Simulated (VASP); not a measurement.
The system is N.

```xyz
8
Lattice="5.5605 0.0000 0.0000 0.0000 5.5605 0.0000 0.0000 0.0000 5.5605" Properties=species:S:1:pos:R:3 pbc="T T T"
N     0.3192    2.4611    3.0994
N     2.4611    3.0994    0.3192
N     3.0994    0.3192    2.4611
N     5.2414    5.2414    5.2414
N     5.2414    3.0994    2.4611
N     3.0994    2.4611    5.2414
N     2.4611    5.2414    3.0994
N     0.3192    0.3192    0.3192
```

```yaml
Program: VASP 6.6.1
Task: relaxation of cell and atoms
Functional: PBE
Potentials_or_basis: VASP PAW PBE potentials, release 64 (N)
Cutoff: 600 eV
k_mesh: 5 × 5 × 5
Occupations: fermi-dirac, width 0.05 eV
Spin: no spin polarisation
```

At the start: pressure 1.9 GPa; volume 21.49 Å³/atom.

Task: Where does the relaxation end?

Result: Over 13 steps the energy falls by 8.1 meV/atom and the volume is 25.74 Å³/atom (+19.8 %); space group Pa-3 (No. 205, to 0.1 Å) before and after.

Step by step:
```tsv
step	energy change (eV)	largest force (eV/Å)	pressure (GPa)	volume (Å³)
1	0.0000	0.9758	1.89	171.93
2	2.4188	10.4701	-14.65	178.31
3	-0.0129	0.2259	0.25	172.32
4	-0.0133	0.0784	0.45	172.26
5	-0.0133	0.0516	0.48	172.25
6	-0.0180	0.0509	0.45	173.65
7	-0.0304	0.0377	0.37	177.87
8	-0.0486	0.0303	0.30	186.52
9	-0.0628	0.3374	0.42	204.65
10	-0.0644	0.0557	0.08	205.65
11	-0.0645	0.0138	0.00	205.89
12	-0.0645	0.0207	-0.01	205.92
13	-0.0645	0.0041	0.01	205.92
```

Final structure:
```cif
data_structure
_symmetry_space_group_name_H-M 'P 1'
_symmetry_Int_Tables_number 1
_cell_length_a 5.9051
_cell_length_b 5.9051
_cell_length_c 5.9051
_cell_angle_alpha 90.000
_cell_angle_beta 90.000
_cell_angle_gamma 90.000
_cell_volume 205.92
loop_
_atom_site_label
_atom_site_type_symbol
_atom_site_fract_x
_atom_site_fract_y
_atom_site_fract_z
_atom_site_occupancy
N1 N 0.05439 0.44561 0.55439 1
N2 N 0.44561 0.55439 0.05439 1
N3 N 0.55439 0.05439 0.44561 1
N4 N 0.94561 0.94561 0.94561 1
N5 N 0.94561 0.55439 0.44561 1
N6 N 0.55439 0.44561 0.94561 1
N7 N 0.44561 0.94561 0.55439 1
N8 N 0.05439 0.05439 0.05439 1
```

Caveat: the standard files for N, O and F lose accuracy on very short bonds; the volume moved by over 15 % at a fixed basis, so the end points are rough; this functional lacks dispersion, which holds the molecules together, so the pressure and a relaxed volume are unreliable.
